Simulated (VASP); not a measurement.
# SnSe (P4/nmm) in VASP: single point with PBE+D3(BJ)

Aim: the single point of SnSe with PBE+D3(BJ).

All numbers are computed with VASP 6.6.1; they aren't measurements. Logs are shortened: lines on timing, memory, paths and dates and some standing lists are left out, and cuts for length are marked.

### 1 The cell of the first run

It takes space group P4/nmm (No. 129, tetragonal). The conventional cell has a = 4.330 Å, b = 4.330 Å, c = 6.244 Å, α = 90.00°, β = 90.00°, γ = 90.00°. Sn (site symmetry 4mm) has 6 Se at 2.85 to 3.40 Å within 3.7 Å. Se (site symmetry 4mm) has 6 Sn at 2.85 to 3.40 Å within 3.7 Å.

### 2 Single point, PBE+D3(BJ) (29.27 Å³/atom)

Input file INCAR:

```
ALGO     = Normal         # electronic algorithm
EDIFF    = 1E-6           # SCF threshold, eV
ENCUT    = 520            # plane-wave cutoff, eV
GGA      = PE             # functional
ISIF     = 2              # what is computed and relaxed
ISMEAR   = 0              # smearing method
IVDW     = 12             # dispersion correction
LASPH    = T              # aspherical terms in the spheres
LCHARG   = F              # write CHGCAR
LREAL    = F              # projectors in reciprocal space
LWAVE    = F              # write WAVECAR
NBANDS   = 28             # bands
NELM     = 100            # most SCF steps
PREC     = Accurate       # precision mode
SIGMA    = 0.02           # smearing width, eV
```

Input file KPOINTS:

```
k-points
0
Gamma
  6 6 6
```

Input file POSCAR:

```
SnSe
1.0
    4.3303215045      0.0000000000      0.0000000000
    0.0000000000      4.3303215045      0.0000000000
    0.0000000000      0.0000000000      6.2437459037
Sn Se
2 2
Direct
    0.5000000000      0.0000000000      0.2738782659
    0.0000000000      0.5000000000      0.7261217341
    0.5000000000      0.0000000000      0.7297112662
    0.0000000000      0.5000000000      0.2702887338
```

Potentials or basis: VASP PAW PBE potentials, release 64 (Sn_d, Se).

Launch:

```
cat potpaw_PBE.64/Sn_d/POTCAR potpaw_PBE.64/Se/POTCAR > POTCAR
mpirun -np 1 vasp_std > vasp.out
```

OUTCAR:

```text
EDIFF = 1E-6
   ENCUT = 520
   GGA = PE
   ISIF = 2
   ISMEAR = 0
   IVDW = 12
   LASPH = T
   LREAL = F
   NELM = 100
   PREC = Accurate
 IVDW          = 12

 ion  position               nearest neighbor table
   1  0.500  0.000  0.274-   3 2.85   4 3.06   4 3.06   4 3.06   4 3.06
   2  0.000  0.500  0.726-   4 2.85   3 3.06   3 3.06   3 3.06   3 3.06
   3  0.500  0.000  0.730-   1 2.85   2 3.06   2 3.06   2 3.06   2 3.06
   4  0.000  0.500  0.270-   2 2.85   1 3.06   1 3.06   1 3.06   1 3.06

  LATTYP: Found a simple tetragonal cell.
 ALAT       =     4.3303215045
 C/A-ratio  =     1.4418665906

  Lattice vectors:

 A1 = (   4.3303215045,   0.0000000000,   0.0000000000)
 A2 = (   0.0000000000,   4.3303215045,   0.0000000000)
 A3 = (   0.0000000000,   0.0000000000,   6.2437459037)

Analysis of symmetry for initial positions (statically):
=====================================================================
 Subroutine PRICEL returns:
 Original cell was already a primitive cell.

 Routine SETGRP: Setting up the symmetry group for a
 simple tetragonal supercell.

 Subroutine GETGRP returns: Found 16 space group operations
 (whereof  8 operations were pure point group operations)
 out of a pool of 16 trial point group operations.

The static configuration has the point symmetry D_2d.
 The point group associated with its full space group is D_4h.

Analysis of symmetry for dynamics (positions and initial velocities):
=====================================================================
 Subroutine PRICEL returns:
 Original cell was already a primitive cell.

 Routine SETGRP: Setting up the symmetry group for a
 simple tetragonal supercell.

 Subroutine GETGRP returns: Found 16 space group operations
 (whereof  8 operations were pure point group operations)
 out of a pool of 16 trial point group operations.

The dynamic configuration has the point symmetry D_2d.
 The point group associated with its full space group is D_4h.

 Subroutine INISYM returns: Found 16 space group operations
 (whereof  8 operations are pure point group operations),
 and found     1 'primitive' translations

[... 90 lines left out ...]
   ISTART =      0    job   : 0-new  1-cont  2-samecut
   ICHARG =      2    charge: 1-file 2-atom 10-const
   ISPIN  =      1    spin polarized calculation?
   LNONCOLLINEAR =      F non collinear calculations
   LSORBIT =      F    spin-orbit coupling
   LASPH  =      T    aspherical Exc in radial PAW
   ENCUT  =  520.0 eV  38.22 Ry    6.18 a.u.   8.05  8.05 11.61*2*pi/ulx,y,z
   NELM   =    100;   NELMIN=  2; NELMDL= -5     # of ELM steps
   EDIFF  = 0.1E-05   stopping-criterion for ELM
   LREAL  =      F    real-space projection
   EDIFFG = 0.1E-04   stopping-criterion for IOM
   NSW    =      0    number of steps for IOM
   IBRION =     -1    ionic relax: 0-MD 1-quasi-New 2-CG
   NFREE  =      0    steps in history (QN), initial steepest desc. (CG)
   ISIF   =      2    stress and relaxation
   ISYM   =      2    0-nonsym 1-usesym 2-fastsym
   POTIM  = 0.5000    time-step for ionic-motion
   TEBEG  =    0.0;   TEEND  =   0.0 temperature during run
   PSTRESS=    0.0 pullay stress
   NELECT =      40.0000    total number of electrons
   NUPDOWN=      -1.0000    fix difference up-down
   EMIN   =  10.00;   EMAX   =-10.00  energy-range for DOS
   EFERMI =   0.00;   METHOD = LEGACY
   ISMEAR =     0;   SIGMA  =   0.02  broadening in eV -4-tet -1-fermi 0-gaus
   EFERMI_NEDOS =   21; number of points for ismear=-14 and -15
   IALGO  =     38    algorithm
   IMIX   =      4    mixing-type and parameters
     AMIX     =   0.40;   BMIX     =  1.00
     AMIX_MAG =   1.60;   BMIX_MAG =  1.00
  volume/ion in A,a.u.               =      29.27       197.52
  Fermi-wavevector in a.u.,A,eV,Ry     =   1.144457  2.162711 17.820678  1.309783
  Thomas-Fermi vector in A             =   2.281149
   LORBIT       =      0    0 simple, 1 ext, 2 COOP (PROOUT), +10 PAW based schemes
   GGA     = PE    functional components
   LHFCALC =     F    Hartree Fock is set to
   AEXX    =    0.0000 exact exchange contribution
   IVDW    =    12    specifies the selected vdW correction
   LEPSILON=     F    determine dielectric tensor
   LRPA    =     F    only Hartree local field effects (RPA)
 non-spin polarized calculation
 Gauss-broadening in eV      SIGMA  =   0.02
  energy-cutoff  :      520.00
  volume of cell :      117.08
 maximum number of plane-waves:      3184
   NGX = 17   NGY = 17   NGZ = 23

 number of electron      40.0000011 magnetization

 Free energy of the ion-electron system (eV)
  ---------------------------------------------------
  ext. energy  EPLUGINS =         0.00000000
  ---------------------------------------------------
  free energy    TOTEN  =       -16.41879763 eV

  energy without entropy =      -16.41879763  energy(sigma->0) =      -16.41879763

 E-fermi :   4.7305     XC(G=0):  -9.2431

 val. band max:        4.6441411021   @ k =   0.5000   0.0000   0.5000
 cond. band min:       5.4310456940   @ k =   0.3333   0.1667   0.5000
 fundamental gap:      0.7869045919
 Fermi energy:         4.7305048374

 k-point     1 :       0.0000    0.0000    0.0000
  band No.  band energies     occupation
      1     -16.7741      2.00000
      2     -16.7697      2.00000
      3     -16.7641      2.00000
      4     -16.7610      2.00000
      5     -16.7544      2.00000
      6     -16.7544      2.00000
[... 733 lines left out ...]
     27      12.4675      0.00000
     28      12.4675      0.00000

 [... further k-points ...]

------------------------ aborting loop because EDIFF is reached ----------------------------------------

 Edisp (eV)   -1.31614

 E8    (eV) :    -0.5935

  FORCE on cell =-STRESS in cart. coord.  units (eV):
  Direction    XX          YY          ZZ          XY          YZ          ZX
  --------------------------------------------------------------------------------------
  -------------------------------------------------------------------------------------
  Total      -1.92990    -1.92990    -1.92699     0.00000    -0.00000     0.00000
  in kB     -26.40942   -26.40942   -26.36968     0.00000    -0.00000     0.00000
  external pressure =      -26.40 kB  Pullay stress =        0.00 kB

 VOLUME and BASIS-vectors are now :
 -----------------------------------------------------------------------------
  energy-cutoff  :      520.00
  volume of cell :      117.08
      direct lattice vectors                 reciprocal lattice vectors
     4.330321504  0.000000000  0.000000000     0.230929736  0.000000000  0.000000000
     0.000000000  4.330321504  0.000000000     0.000000000  0.230929736  0.000000000
     0.000000000  0.000000000  6.243745904     0.000000000  0.000000000  0.160160265

 POSITION                                       TOTAL-FORCE (eV/Angst)
 -----------------------------------------------------------------------------------
      2.16516      0.00000      1.71003        -0.000000      0.000000     -0.012869
      0.00000      2.16516      4.53372         0.000000      0.000000      0.012869
      2.16516      0.00000      4.55613        -0.000000      0.000000      0.012123
      0.00000      2.16516      1.68761         0.000000      0.000000     -0.012123
 -----------------------------------------------------------------------------------
    total drift:                                0.000000      0.000000      0.000000

  FREE ENERGIE OF THE ION-ELECTRON SYSTEM (eV)
  ---------------------------------------------------
  free  energy   TOTEN  =       -17.7349363672 eV

  energy  without entropy=      -17.7349363672  energy(sigma->0) =      -17.73493637
```

OSZICAR:

```text
N       E                     dE             d eps       ncg     rms          rms(c)
DAV:   1     0.365017573662E+03    0.36502E+03   -0.19339E+04  2284   0.179E+03
DAV:   2     0.352641474065E+02   -0.32975E+03   -0.32114E+03  2248   0.466E+02
DAV:   3    -0.143886088988E+02   -0.49653E+02   -0.48629E+02  2688   0.156E+02
DAV:   4    -0.167897330335E+02   -0.24011E+01   -0.23878E+01  2572   0.353E+01
DAV:   5    -0.168493261406E+02   -0.59593E-01   -0.59575E-01  2780   0.627E+00    0.415E+00
DAV:   6    -0.164138426909E+02    0.43548E+00   -0.10063E+00  2992   0.496E+00    0.247E+00
DAV:   7    -0.164143757279E+02   -0.53304E-03   -0.21656E-01  2736   0.176E+00    0.123E+00
DAV:   8    -0.164185812407E+02   -0.42055E-02   -0.20603E-02  2408   0.103E+00    0.163E-01
DAV:   9    -0.164185010443E+02    0.80196E-04   -0.29037E-03  2744   0.370E-01    0.792E-02
DAV:  10    -0.164187532590E+02   -0.25221E-03   -0.55913E-04  2680   0.109E-01    0.349E-02
DAV:  11    -0.164187956476E+02   -0.42389E-04   -0.99957E-05  2404   0.605E-02    0.691E-03
DAV:  12    -0.164187970303E+02   -0.13827E-05   -0.79883E-06  2256   0.181E-02    0.378E-03
DAV:  13    -0.164187976265E+02   -0.59622E-06   -0.21944E-06  2024   0.918E-03
   1 F= -.17734936E+02 E0= -.17734936E+02  d E =-.166681E-11
```

stdout:

```text
POSCAR found type information on POSCAR SnSe
 POSCAR found :  2 types and       4 ions
 scaLAPACK will be used
 LDA part: xc-table for (Slater+PW92), standard interpolation
 POSCAR, INCAR and KPOINTS ok, starting setup
 FFT: planning ... GRIDC
 FFT: planning ... GRID_SOFT
 FFT: planning ... GRID
 WAVECAR not read
 entering main loop
```

It took 50 s on 1 thread of AMD EPYC 9R45 (Zen 5), shared host; peak memory 0.25 GiB.

Results:

```
Free energy                : -17.7349 eV
Pressure                   : -2.6 GPa
Largest force              : 0.013 eV/Å
Band gap on the k mesh     : 0.79 eV (least direct gap 0.83 eV)
Dispersion energy per atom : -0.329 eV
```

Forces on the atoms (eV/Å):
```
Sn   0.000  0.000 -0.013
Sn   0.000  0.000  0.013
Se   0.000  0.000  0.012
Se   0.000  0.000 -0.012
```

Caveat: semilocal functionals underestimate gaps, and a narrow one can read as zero; spin-orbit coupling is left out, which moves the levels of the heavy elements. A k mesh can miss the band edges.
